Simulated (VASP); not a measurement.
# Si (P6_3/mmc) in VASP: notebook

Runs on Si. Level: r2SCAN. Tasks: single point.

All numbers are computed with VASP 6.6.1; they aren't measurements. Logs are shortened: lines on timing, memory, paths and dates and some standing lists are left out, and cuts for length are marked.

### Step 1. The cell of the first run

The structure is hexagonal, space group P6_3/mmc (No. 194). The conventional cell has a = 3.832 Å, b = 3.832 Å, c = 6.500 Å, α = 90.00°, β = 90.00°, γ = 120.00°. Si (site symmetry 3m) has 4 Si at 2.37 to 2.41 Å within 3.1 Å.

### Step 2. Single point, r2SCAN (uniaxial z strain +2.5%)

POSCAR reads:

```
Si
1.0
    3.8321295636      0.0000000000      0.0000000000
   -1.9160647818      3.3187215526      0.0000000000
    0.0000000000      0.0000000000      6.4997472604
Si
4
Direct
    0.3333333333      0.6666666667      0.0018001032
    0.6666666667      0.3333333333      0.5018001032
    0.3333333333      0.6666666667      0.3731998968
    0.6666666667      0.3333333333      0.8731998968
```

INCAR.step1 reads:

```
PREC = Accurate
ENCUT = 520
ISMEAR = 0
SIGMA = 0.01
LREAL = False
LASPH = True
NELM = 60
NBANDS = 16
GGA = PE
ALGO = Normal
EDIFF = 1E-4
LWAVE = True
LCHARG = False
```

INCAR.step2 reads:

```
PREC = Accurate
ENCUT = 520
EDIFF = 1E-6
ISMEAR = 0
SIGMA = 0.01
LREAL = False
LASPH = True
NELM = 60
ALGO = Normal
ISIF = 2
LWAVE = False
LCHARG = False
METAGGA = R2SCAN
LMIXTAU = True
NBANDS = 16
ISTART = 1
```

KPOINTS reads:

```
Automatic mesh
0
Gamma
  12 12 4
```

Potentials or basis: VASP PAW PBE potentials, release 64 (Si).

Command:

```sh
$ cat potpaw_PBE.64/Si/POTCAR > POTCAR
$ cp INCAR.step1 INCAR
$ mpirun -np 1 vasp_std > vasp.out
$ cp INCAR.step2 INCAR
$ mpirun -np 1 vasp_std > vasp.out
```

OUTCAR:

```text
PREC = Accurate
   ENCUT = 520
   EDIFF = 1E-6
   ISMEAR = 0
   LREAL = False
   LASPH = True
   NELM = 60
   ISIF = 2
   METAGGA = R2SCAN
   ISTART = 1

 ion  position               nearest neighbor table
   1  0.333  0.667  0.002-   4 2.37   4 2.37   4 2.37   3 2.41
   2  0.667  0.333  0.502-   3 2.37   3 2.37   3 2.37   4 2.41
   3  0.333  0.667  0.373-   2 2.37   2 2.37   2 2.37   1 2.41
   4  0.667  0.333  0.873-   1 2.37   1 2.37   1 2.37   2 2.41

  LATTYP: Found a hexagonal cell.
 ALAT       =     3.8321295636
 C/A-ratio  =     1.6961188688

  Lattice vectors:

 A1 = (   3.8321295636,   0.0000000000,   0.0000000000)
 A2 = (  -1.9160647818,   3.3187215526,   0.0000000000)
 A3 = (   0.0000000000,   0.0000000000,   6.4997472604)

Analysis of symmetry for initial positions (statically):
=====================================================================
 Subroutine PRICEL returns:
 Original cell was already a primitive cell.

 Routine SETGRP: Setting up the symmetry group for a
 hexagonal supercell.

 Subroutine GETGRP returns: Found 24 space group operations
 (whereof  6 operations were pure point group operations)
 out of a pool of 24 trial point group operations.

The static configuration has the point symmetry C_3v.
 The point group associated with its full space group is D_6h.

Analysis of symmetry for dynamics (positions and initial velocities):
=====================================================================
 Subroutine PRICEL returns:
 Original cell was already a primitive cell.

 Routine SETGRP: Setting up the symmetry group for a
 hexagonal supercell.

 Subroutine GETGRP returns: Found 24 space group operations
 (whereof  6 operations were pure point group operations)
 out of a pool of 24 trial point group operations.

The dynamic configuration has the point symmetry C_3v.
 The point group associated with its full space group is D_6h.

 Subroutine INISYM returns: Found 24 space group operations
 (whereof  6 operations are pure point group operations),
 and found     1 'primitive' translations

----------------------------------------------------------------------------------------

                                     Primitive cell

  volume of cell :      82.6623

  direct lattice vectors                    reciprocal lattice vectors
     3.832129564  0.000000000  0.000000000     0.260951511  0.150660425  0.000000000
    -1.916064782  3.318721553  0.000000000     0.000000000  0.301320850  0.000000000
     0.000000000  0.000000000  6.499747260     0.000000000  0.000000000  0.153852136

  length of vectors
     3.832129564  3.832129564  6.499747260     0.301320850  0.301320850  0.153852136

  position of ions in fractional coordinates (direct lattice)
     0.333333333  0.666666667  0.001800103
     0.666666667  0.333333333  0.501800103
     0.333333333  0.666666667  0.373199897
     0.666666667  0.333333333  0.873199897

  ion indices of the primitive-cell ions
   primitive index   ion index
                 1           1
                 2           2
                 3           3
                 4           4

----------------------------------------------------------------------------------------

 KPOINTS: Automatic mesh

Automatic generation of k-mesh.
 Grid dimensions read from file:
 generate k-points for:   12   12    4

 Generating k-lattice:

  Cartesian coordinates                     Fractional coordinates (reciprocal lattice)
     0.021745959  0.012555035  0.000000000     0.083333333 -0.000000000  0.000000000
     0.000000000  0.025110071  0.000000000     0.000000000  0.083333333  0.000000000
     0.000000000  0.000000000  0.038463034     0.000000000  0.000000000  0.250000000

  Length of vectors
     0.025110071  0.025110071  0.038463034

  Shift w.r.t. Gamma in fractional coordinates (k-lattice)
     0.000000000  0.000000000  0.000000000

 Subroutine IBZKPT returns following result:
 ===========================================

 Found     57 irreducible k-points:

 Following reciprocal coordinates:
            Coordinates               Weight
  0.000000  0.000000  0.000000      1.000000
  0.083333  0.000000  0.000000      6.000000
  0.166667  0.000000  0.000000      6.000000
  0.250000  0.000000  0.000000      6.000000
  0.333333 -0.000000  0.000000      6.000000
  0.416667  0.000000  0.000000      6.000000
[... 16 lines left out ...]
  0.250000  0.000000  0.250000     12.000000
  0.333333 -0.000000  0.250000     12.000000
 [... further k-points ...]
   k-points           NKPTS =     57   k-points in BZ     NKDIM =     57   number of bands    NBANDS=     16
   number of dos      NEDOS =    301   number of ions     NIONS =      4
   total plane-waves  NPLWV =  43200
   dimension x,y,z NGX =    30 NGY =   30 NGZ =   48
   dimension x,y,z NGXF=    60 NGYF=   60 NGZF=   96
   ions per type =               4
   NGX,Y,Z   is equivalent  to a cutoff of  13.01, 13.01, 12.28 a.u.
   NGXF,Y,Z  is equivalent  to a cutoff of  26.03, 26.03, 24.55 a.u.
 SYSTEM =  unknown system
   PREC   = accura    normal or accurate (medium, high low for compatibility)
   ISTART =      1    job   : 0-new  1-cont  2-samecut
   ICHARG =      0    charge: 1-file 2-atom 10-const
   ISPIN  =      1    spin polarized calculation?
   LNONCOLLINEAR =      F non collinear calculations
   LSORBIT =      F    spin-orbit coupling
   LASPH  =      T    aspherical Exc in radial PAW
   ENCUT  =  520.0 eV  38.22 Ry    6.18 a.u.   7.13  7.13 12.09*2*pi/ulx,y,z
   NELM   =     60;   NELMIN=  2; NELMDL=  0     # of ELM steps
   EDIFF  = 0.1E-05   stopping-criterion for ELM
   LREAL  =      F    real-space projection
   EDIFFG = 0.1E-04   stopping-criterion for IOM
   NSW    =      0    number of steps for IOM
   IBRION =     -1    ionic relax: 0-MD 1-quasi-New 2-CG
   NFREE  =      0    steps in history (QN), initial steepest desc. (CG)
   ISIF   =      2    stress and relaxation
   ISYM   =      2    0-nonsym 1-usesym 2-fastsym
   POTIM  = 0.5000    time-step for ionic-motion
   TEBEG  =    0.0;   TEEND  =   0.0 temperature during run
   PSTRESS=    0.0 pullay stress
   NELECT =      16.0000    total number of electrons
   NUPDOWN=      -1.0000    fix difference up-down
   EMIN   =  10.00;   EMAX   =-10.00  energy-range for DOS
   EFERMI =   0.00;   METHOD = LEGACY
   ISMEAR =     0;   SIGMA  =   0.01  broadening in eV -4-tet -1-fermi 0-gaus
   EFERMI_NEDOS =   21; number of points for ismear=-14 and -15
   IALGO  =     38    algorithm
   IMIX   =      4    mixing-type and parameters
     AMIX     =   0.40;   BMIX     =  1.00
     AMIX_MAG =   1.60;   BMIX_MAG =  1.00
  volume/ion in A,a.u.               =      20.67       139.46
  Fermi-wavevector in a.u.,A,eV,Ry     =   0.946991  1.789553 12.201585  0.896791
  Thomas-Fermi vector in A             =   2.075041
   LORBIT       =      0    0 simple, 1 ext, 2 COOP (PROOUT), +10 PAW based schemes
   METAGGA = R2SCAN    functional components
   LHFCALC =     F    Hartree Fock is set to
   AEXX    =    0.0000 exact exchange contribution
   IVDW    =     0    specifies the selected vdW correction
   LEPSILON=     F    determine dielectric tensor
   LRPA    =     F    only Hartree local field effects (RPA)
 non-spin polarized calculation
 Gauss-broadening in eV      SIGMA  =   0.01
  energy-cutoff  :      520.00
  volume of cell :       82.66
 maximum number of plane-waves:      2250
 NGX is ok and might be reduce to    30
   NGX = 15   NGY = 15   NGZ = 25

 number of electron      16.0000001 magnetization

 Free energy of the ion-electron system (eV)
  ---------------------------------------------------
  ext. energy  EPLUGINS =         0.00000000
  ---------------------------------------------------
  free energy    TOTEN  =       -35.01219871 eV

  energy without entropy =      -35.01219871  energy(sigma->0) =      -35.01219871

 E-fermi :   5.8331     XC(G=0):  -9.7275

 val. band max:        5.7268090478   @ k =   0.0000   0.0000   0.0000
 cond. band min:       6.4788212944   @ k =   0.5000   0.0000   0.0000
 fundamental gap:      0.7520122466
 Fermi energy:         5.8330886195

 k-point     1 :       0.0000    0.0000    0.0000
  band No.  band energies     occupation
      1      -6.8953      2.00000
      2      -4.7035      2.00000
      3      -1.7364      2.00000
      4       4.2675      2.00000
      5       4.2675      2.00000
      6       5.1815      2.00000
[... 8 lines left out ...]
     15      10.1257      0.00000
     16      12.0939      0.00000

 k-point     2 :       0.0833    0.0000    0.0000
  band No.  band energies     occupation
      1      -6.8102      2.00000
      2      -4.6163      2.00000
      3      -1.6903      2.00000
      4       3.5818      2.00000
      5       4.0887      2.00000
      6       5.0818      2.00000
[... 8 lines left out ...]
     15      10.4654      0.00000
     16      11.5668      0.00000

 k-point     3 :       0.1667    0.0000    0.0000
  band No.  band energies     occupation
      1      -6.5570      2.00000
      2      -4.3563      2.00000
      3      -1.5795      2.00000
      4       2.3547      2.00000
      5       3.6916      2.00000
      6       3.8019      2.00000
[... 8 lines left out ...]
     15      11.3281      0.00000
     16      11.8732      0.00000

 k-point     4 :       0.2500    0.0000    0.0000
  band No.  band energies     occupation
      1      -6.1439      2.00000
      2      -3.9303      2.00000
      3      -1.5286      2.00000
      4       1.2612      2.00000
      5       2.4216      2.00000
      6       3.2724      2.00000
[... 8 lines left out ...]
     15      12.2929      0.00000
     16      12.5433      0.00000
[... 324 lines left out ...]
 k-point    22 :       0.1667    0.0000    0.2500
  band No.  band energies     occupation
      1      -6.3597      2.00000
      2      -4.9391      2.00000
      3      -0.6521      2.00000
      4       2.5550      2.00000
      5       2.9404      2.00000
      6       3.8492      2.00000
[... 8 lines left out ...]
     15      11.4017      0.00000
     16      11.9113      0.00000

 k-point    23 :       0.2500    0.0000    0.2500
  band No.  band energies     occupation
      1      -5.9478      2.00000
      2      -4.5289      2.00000
      3      -0.7046      2.00000
      4       1.5679      2.00000
      5       1.8058      2.00000
      6       3.4325      2.00000
[... 8 lines left out ...]
     15      12.0065      0.00000
     16      12.4133      0.00000

 k-point    24 :       0.3333   -0.0000    0.2500
  band No.  band energies     occupation
      1      -5.3987      2.00000
      2      -3.9907      2.00000
      3      -1.2292      2.00000
      4       0.5612      2.00000
      5       1.2900      2.00000
      6       3.0952      2.00000
[... 8 lines left out ...]
     15      13.0966      0.00000
     16      13.6551      0.00000

 [... further k-points ...]

------------------------ aborting loop because EDIFF is reached ----------------------------------------

  FORCE on cell =-STRESS in cart. coord.  units (eV):
  Direction    XX          YY          ZZ          XY          YZ          ZX
  --------------------------------------------------------------------------------------
  -------------------------------------------------------------------------------------
  Total       -0.5117552     -0.5117552     -2.8729960      0.0000000      0.0000000      0.0000000
  in kB       -9.9189418     -9.9189418    -55.6849889      0.0000000      0.0000000      0.0000000
  external PRESSURE =     -25.1742908 kB  Pullay stress =       0.0000000 kB

 VOLUME and BASIS-vectors are now :
 -----------------------------------------------------------------------------
  energy-cutoff  :      520.00
  volume of cell :       82.66
      direct lattice vectors                 reciprocal lattice vectors
     3.832129564  0.000000000  0.000000000     0.260951511  0.150660425  0.000000000
    -1.916064782  3.318721553  0.000000000     0.000000000  0.301320850  0.000000000
     0.000000000  0.000000000  6.499747260     0.000000000  0.000000000  0.153852136

 POSITION                                       TOTAL-FORCE (eV/Angst)
 -----------------------------------------------------------------------------------
     -0.00000      2.21248      0.01170        -0.000000      0.000000     -0.004012
      1.91606      1.10624      3.26157         0.000000      0.000000     -0.004012
     -0.00000      2.21248      2.42571        -0.000000      0.000000      0.004012
      1.91606      1.10624      5.67558        -0.000000     -0.000000      0.004012
 -----------------------------------------------------------------------------------
    total drift:                               -0.000000      0.000000     -0.000000

  FREE ENERGIE OF THE ION-ELECTRON SYSTEM (eV)
  ---------------------------------------------------
  free  energy   TOTEN  =       -35.0121987076 eV

  energy  without entropy=      -35.0121987076  energy(sigma->0) =      -35.01219871
```

Run time: 2.6 min. Hardware: 1 thread of Intel Xeon Platinum 8488C (Sapphire Rapids), shared host; peak memory 0.22 GiB.

Results:

| Item | Value |
| --- | --- |
| Free energy | -35.0122 eV |
| Pressure | -2.5 GPa |
| Largest force | 0.004 eV/Å |
| Band gap on the k mesh | 0.75 eV, indirect (least direct gap 1.56 eV) |

Forces on the atoms (eV/Å):
```
Si   0.000  0.000 -0.004
Si   0.000  0.000 -0.004
Si   0.000  0.000  0.004
Si   0.000  0.000  0.004
```

Caveat: the cell differs from its parent crystal (uniaxial z strain +2.5%); the PAW data sets were made with another functional, which shifts forces and pressure a little. A k mesh can miss the band edges.

### Step 3. Single point, r2SCAN (epitaxial xy strain +2.5%)

POSCAR reads:

```
Si
1.0
    3.9279328026      0.0000000000      0.0000000000
   -1.9639664013      3.4016895914      0.0000000000
    0.0000000000      0.0000000000      6.2979579799
Si
4
Direct
    0.3333333333      0.6666666667     -0.0013027245
    0.6666666667      0.3333333333      0.4986972755
    0.3333333333      0.6666666667      0.3763027245
    0.6666666667      0.3333333333      0.8763027245
```

INCAR.step1 reads:

```
SYSTEM = Si
ALGO = Normal
EDIFF = 1E-4
ENCUT = 520
GGA = PE
ISMEAR = 0
LASPH = .True.
LCHARG = .False.
LREAL = .False.
LWAVE = .True.
NBANDS = 16
NELM = 100
PREC = Accurate
SIGMA = 0.01
```

INCAR.step2 reads:

```
SYSTEM = Si
ALGO = Normal
EDIFF = 1E-7
ENCUT = 520
ISIF = 2
ISMEAR = 0
ISTART = 1
LASPH = .True.
LCHARG = .False.
LMIXTAU = .True.
LREAL = .False.
LWAVE = .False.
METAGGA = R2SCAN
NBANDS = 16
NELM = 100
PREC = Accurate
SIGMA = 0.01
```

KPOINTS reads:

```
k-points
0
Gamma
  12 12 4
  0 0 0
```

Potentials or basis: VASP PAW PBE potentials, release 64 (Si).

Command:

```sh
$ cat potpaw_PBE.64/Si/POTCAR > POTCAR
$ cp INCAR.step1 INCAR
$ mpirun -np 1 vasp_std > vasp.out
$ cp INCAR.step2 INCAR
$ mpirun -np 1 vasp_std > vasp.out
```

It took 3 min on 1 thread of Intel Xeon Platinum 8488C (Sapphire Rapids), shared host; peak memory 0.22 GiB.

It converged, with:

| Item | Value |
| --- | --- |
| Free energy | -34.9727 eV |
| Pressure | -3.9 GPa |
| Band gap on the k mesh | 0.59 eV, indirect (least direct gap 0.91 eV) |

Stress tensor (GPa, compression positive):
```
-5.71  0.00  0.00
 0.00 -5.71  0.00
 0.00  0.00 -0.24
```

Levels at points of the mesh, in eV from the valence-band top:
| k point | band 5 | band 6 | band 7 | band 8 | band 9 | band 10 | band 11 | band 12 |
| --- | --- | --- | --- | --- | --- | --- | --- | --- |
| (0.00, 0.00, 0.00) | -1.67 | -0.14 | 0.00 | 0.00 | 0.91 | 2.10 | 2.10 | 3.04 |
| (0.50, 0.00, 0.00) | -4.60 | -3.16 | -2.87 | -1.41 | 0.59 | 2.65 | 3.39 | 3.51 |
| (0.00, 0.00, 0.50) | -1.02 | -1.02 | -1.02 | -1.02 | 1.78 | 1.78 | 3.16 | 3.16 |
| (0.50, 0.00, 0.50) | -2.48 | -2.48 | -2.29 | -2.29 | 1.21 | 1.21 | 2.12 | 2.12 |

Caveat: the cell differs from its parent crystal (epitaxial xy strain +2.5%); the PAW data sets were made with another functional, which shifts forces and pressure a little.

### Step 4. Single point, r2SCAN (strain +1.5%)

POSCAR reads:

```
Si
1.0
    3.8896115070      0.0000000000      0.0000000000
   -1.9448057535      3.3685023759      0.0000000000
    0.0000000000      0.0000000000      6.4363350920
Si
4
Direct
    0.3333333333      0.6666666667      0.0004593000
    0.6666666667      0.3333333333      0.5004593000
    0.3333333333      0.6666666667      0.3745407000
    0.6666666667      0.3333333333      0.8745407000
```

INCAR.step1 is that of step 3.

Edit INCAR.step2 of step 3 so:

```diff
@@ -8,5 +8,7 @@
 LASPH = .True.
-LCHARG = .False.
+LCHARG = .True.
+LELF = .True.
 LMIXTAU = .True.
 LREAL = .False.
+LVHAR = .True.
 LWAVE = .False.
```

KPOINTS is that of step 3.

Command:

```sh
$ cat potpaw_PBE.64/Si/POTCAR > POTCAR
$ cp INCAR.step1 INCAR
$ mpirun -np 1 vasp_std > vasp.out
$ cp INCAR.step2 INCAR
$ mpirun -np 1 vasp_std > vasp.out
```

It took 3.2 min on 1 thread of Intel Xeon Platinum 8488C (Sapphire Rapids), shared host; peak memory 0.22 GiB.

The run converged. Its results:

```
Free energy            : -34.9975 eV
Pressure               : -4.1 GPa
Largest force          : 0.004 eV/Å
Band gap on the k mesh : 0.71 eV, indirect (least direct gap 1.25 eV)
```

Forces on the atoms (eV/Å):
```
Si   0.000  0.000 -0.004
Si   0.000  0.000 -0.004
Si   0.000  0.000  0.004
Si   0.000  0.000  0.004
```

Stress tensor (GPa, compression positive):
```
-4.10  0.00  0.00
 0.00 -4.10  0.00
 0.00  0.00 -4.24
```

Levels at points of the mesh, in eV from the valence-band top:
```
           k point  band 5  band 6  band 7  band 8  band 9  band 10  band 11  band 12
(0.00, 0.00, 0.00)   -1.53   -0.34    0.00    0.00    1.25     2.20     2.20     2.48
(0.50, 0.00, 0.00)   -4.64   -3.07   -2.92   -1.46    0.71     2.58     3.29     3.40
(0.00, 0.00, 0.50)   -0.93   -0.93   -0.93   -0.93    2.02     2.02     3.21     3.21
(0.50, 0.00, 0.50)   -2.48   -2.48   -2.44   -2.44    1.15     1.15     1.99     1.99
```

Caveat: the cell differs from its parent crystal (strain +1.5%); the PAW data sets were made with another functional, which shifts forces and pressure a little.

### Step 5. Summary

```tsv
cell	gap on the mesh (eV)	pressure (GPa)
a = 3.832, b = 3.832, c = 6.500 Å, angles 90.0, 90.0, 120.0°, 4 atoms	0.75	-2.5
a = 3.928, b = 3.928, c = 6.298 Å, angles 90.0, 90.0, 120.0°, 4 atoms	0.59	-3.9
a = 3.890, b = 3.890, c = 6.436 Å, angles 90.0, 90.0, 120.0°, 4 atoms	0.71	-4.1
```

Alike in all rows: task single point; level r2SCAN; potentials or basis VASP PAW PBE potentials, release 64 (Si); no spin polarisation; k mesh 12 × 12 × 4; cutoff (eV) 520; smearing gaussian 0.01 eV.

Caveats: the PAW data sets were made with another functional, which shifts forces and pressure a little.

Total energies depend on the potentials used, so only differences within one code and one set of settings carry meaning.
